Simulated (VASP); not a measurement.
Here is a VASP 6.6.1 calculation.

The input INCAR:

```
PREC = Accurate
ENCUT = 520
EDIFF = 1E-6
ISMEAR = 0
SIGMA = 0.1
LREAL = F
LASPH = T
NELM = 100
ALGO = Fast
ISIF = 2
LWAVE = F
LCHARG = F
GGA = PE
NBANDS = 31
```

KPOINTS

```
Automatic mesh
0
Gamma
  6 6 4
```

Contents of POSCAR:

```
SiMo3
1.0
    3.5875617196      0.0000000000      0.0000000000
    0.0000000000      3.5875617196      0.0000000000
    0.0000000000      0.0000000000      5.2733473424
Si Mo
1 3
Direct
    0.0000000000      0.0000000000      0.5000000000
    0.0000000000      0.0000000000      0.0000000000
    0.5000000000      0.5000000000      0.5000000000
    0.5000000000      0.5000000000      0.0000000000
```

Potentials or basis: VASP PAW PBE potentials, release 64 (Si, Mo_sv).

The run is started by

```console
$ cat potpaw_PBE.64/Si/POTCAR potpaw_PBE.64/Mo_sv/POTCAR > POTCAR
$ mpirun -np 1 vasp_std > vasp.out
```

(1) Predict the band gap on the k mesh.

(2) What does it give for the pressure?

Results:

(1) zero (band 23 reaches 11.10 eV, above the bottom of band 24 at 9.85 eV).

(2) 0.5 GPa.
